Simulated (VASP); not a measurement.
Write the native input for VASP 6.6.1 that does the following.

| Item | Value |
| --- | --- |
| Task | single point |
| Functional | r2SCAN |
| Potentials or basis | VASP PAW PBE potentials, release 64 (Si) |
| Cutoff | 520 eV |
| k mesh | 12 × 12 × 4 |
| Occupations | gaussian, width 0.05 eV |
| Spin | no spin polarisation |
| Dipole correction | no |
| Further INCAR settings | ALGO = Normal; EDIFF = 1e-06; NBANDS = 16 |

Crystal: Si.

```
Si
1.0
     3.67863    0.00000    0.00000
    -1.83932    3.18579    0.00000
     0.00000    0.00000    6.84917
Si
4
Direct
  0.33333 0.66667 0.06309
  0.66667 0.33333 0.56309
  0.33333 0.66667 0.43691
  0.66667 0.33333 0.93691
```

This cell differs from its parent crystal: strain -0.040 along x and y, +0.080 along z.

One way to write it, as run:

POSCAR

```
Si
1.0
    3.6786320249      0.0000000000      0.0000000000
   -1.8393160125      3.1857887847      0.0000000000
    0.0000000000      0.0000000000      6.8491655192
Si
4
Direct
    0.3333333333      0.6666666667      0.0630908785
    0.6666666667      0.3333333333      0.5630908785
    0.3333333333      0.6666666667      0.4369091215
    0.6666666667      0.3333333333      0.9369091215
```

INCAR.step1

```
PREC = Accurate
ENCUT = 520
ISMEAR = 0
SIGMA = 0.05
LREAL = F
LASPH = T
NELM = 80
NBANDS = 16
GGA = PE
ALGO = Normal
EDIFF = 1E-4
LWAVE = T
LCHARG = F
```

INCAR.step2

```
PREC = Accurate
ENCUT = 520
EDIFF = 1E-6
ISMEAR = 0
SIGMA = 0.05
LREAL = F
LASPH = T
NELM = 80
ALGO = Normal
ISIF = 2
LWAVE = F
LCHARG = T
METAGGA = R2SCAN
LMIXTAU = T
LELF = T
LVHAR = T
NBANDS = 16
ISTART = 1
```

KPOINTS

```
Automatic mesh
0
Gamma
  12 12 4
```

Potentials or basis: VASP PAW PBE potentials, release 64 (Si).

Command:

```bash
$ cat potpaw_PBE.64/Si/POTCAR > POTCAR
$ cp INCAR.step1 INCAR
$ mpirun -np 1 vasp_std > vasp.out
$ cp INCAR.step2 INCAR
$ mpirun -np 1 vasp_std > vasp.out
```

It gave:

| Property | Result |
| --- | --- |
| Pressure | 1.9 GPa |
| Largest force | 0.829 eV/Å |
| Band gap on the k mesh | 0.43 eV |

Caveat: the cell differs from its parent crystal (strain -0.040 along x and y, +0.080 along z); the PAW data sets were made with another functional, which shifts forces and pressure a little.

Run time: 3.4 min on 1 thread of AMD EPYC 9R45 96-Core Processor (Zen 5), with other jobs on the host, peak memory 0.19 GiB.
